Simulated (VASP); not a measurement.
Set up this calculation in VASP 6.6.1, as the native input.

- Task: single point
- Functional: PBEsol
- Dispersion: D3(BJ)
- Potentials or basis: VASP PAW PBE potentials, release 64 (Si, F)
- Cutoff: 520 eV
- k mesh: 9 × 9 × 9
- Occupations: fermi-dirac, width 0.05 eV
- Spin: no spin polarisation
- Dipole correction: no
- Further INCAR settings: ALGO = Normal; EDIFF = 1e-06; NBANDS = 12

The structure of SiF lies in POSCAR:

```
SiF
1.0
    2.9792463342      0.0000000000      0.0000000000
    0.0000000000      2.9792463342      0.0000000000
    0.0000000000      0.0000000000      2.9792463342
Si F
1 1
Direct
    0.5000000000      0.5000000000      0.5000000000
    0.0000000000      0.0000000000      0.0000000000
```

These files were run (other wordings do the same):

INCAR

```
SYSTEM = SiF
PREC = Accurate ; ENCUT = 520
EDIFF = 1E-6 ; ISMEAR = -1
SIGMA = 0.05 ; LREAL = .FALSE.
LASPH = .TRUE. ; NELM = 60
ALGO = Normal ; ISIF = 2
LWAVE = .FALSE. ; LCHARG = .TRUE.
GGA = PS ; IVDW = 12
LELF = .TRUE. ; LVHAR = .TRUE.
NBANDS = 12
```

KPOINTS

```
Automatic mesh
0
G
  9 9 9
  0 0 0
```

Potentials or basis: VASP PAW PBE potentials, release 64 (Si, F).

Launch:

```console
$ cat potpaw_PBE.64/Si/POTCAR potpaw_PBE.64/F/POTCAR > POTCAR
$ mpirun -np 1 vasp_std > vasp.out
```

Results of the run:

The pressure is -0.2 GPa and the dispersion energy per atom is -0.208 eV.

Caveat: the PAW data sets were made with another functional, which shifts forces and pressure a little; an odd number of electrons without spin polarisation forces a metal; a magnetic or distorted state may lie lower; pairwise dispersion overbinds metals, which lowers pressure and volume.

Run time: 5.1 s on 1 thread of Intel(R) Xeon(R) 6975P-C (Granite Rapids), with other jobs on the host, peak memory 0.14 GiB.
